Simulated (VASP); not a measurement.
Here is a VASP 6.6.1 calculation.

Contents of INCAR:

```
SYSTEM = GeAu
PREC = Accurate ; ENCUT = 520
EDIFF = 1E-6 ; ISMEAR = 0
SIGMA = 0.05 ; LREAL = .FALSE.
LASPH = .TRUE. ; NELM = 80
ALGO = Normal ; ISIF = 2
LWAVE = .FALSE. ; LCHARG = .TRUE.
GGA = PS ; LELF = .TRUE.
LVHAR = .TRUE. ; NBANDS = 20
```

Contents of KPOINTS:

```
regular mesh
0
G
  10 10 10
  0 0 0
```

POSCAR

```
GeAu
1.0
    3.3172377773      0.0000000000      0.0000000000
    0.0000000000      3.3172377773      0.0000000000
    0.0000000000      0.0000000000      3.3172377773
Au Ge
1 1
Direct
    0.0000000000      0.0000000000      0.0000000000
    0.5000000000      0.5000000000      0.5000000000
```

Potentials or basis: VASP PAW PBE potentials, release 64 (Au, Ge_d).

Launch:

```console
$ cat potpaw_PBE.64/Au/POTCAR potpaw_PBE.64/Ge_d/POTCAR > POTCAR
$ mpirun -np 1 vasp_std > vasp.out
```

Q: Estimate the pressure.

A: -2.1 GPa.

Caveat: the PAW data sets were made with another functional, which shifts forces and pressure a little.
